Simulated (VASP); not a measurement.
PbSe: electric field gradients with PBE

PbSe:

```
Pb Se
1.0
     0.00000    3.06215    3.06215
     3.06215    0.00000    3.06215
     3.06215    3.06215    0.00000
Pb Se
1 1
Direct
  0.00000 0.00000 0.00000
  0.50000 0.50000 0.50000
```

```
Program                : VASP 6.6.1
Task                   : electric field gradients
Functional             : PBE
Potentials or basis    : VASP PAW PBE potentials, release 64 (Pb_d, Se)
Cutoff                 : 520 eV
k mesh                 : 7 × 7 × 7
Occupations            : fermi-dirac, width 0.02 eV
Spin                   : no spin polarisation
Dipole correction      : no
Further INCAR settings : ALGO = Normal; EDIFF = 1e-08; NBANDS = 17
```

* Pressure: 2.3 GPa

Levels at points of the mesh, in eV from the Fermi level:
| k point | band 6 | band 7 | band 8 | band 9 | band 10 | band 11 | band 12 | band 13 | band 14 | band 15 |
| --- | --- | --- | --- | --- | --- | --- | --- | --- | --- | --- |
| (0.00, 0.00, 0.00) | -13.78 | -6.51 | -2.07 | -2.07 | -2.07 | 4.51 | 4.51 | 4.51 | 6.32 | 6.32 |

Run time: 27 s on 1 thread of AMD EPYC 7R43 64-Core Processor (Zen 3), with other jobs on the host, peak memory 0.14 GiB.

Caveat: this odd mesh misses L, where the gap lies, so gap, dielectric constants and Born charges aren't listed; without QUAD_EFG the Cq values of the log hold for a quadrupole moment of 1 mb, not for the nuclei; spin-orbit coupling is left out, which moves the levels of the heavy elements.
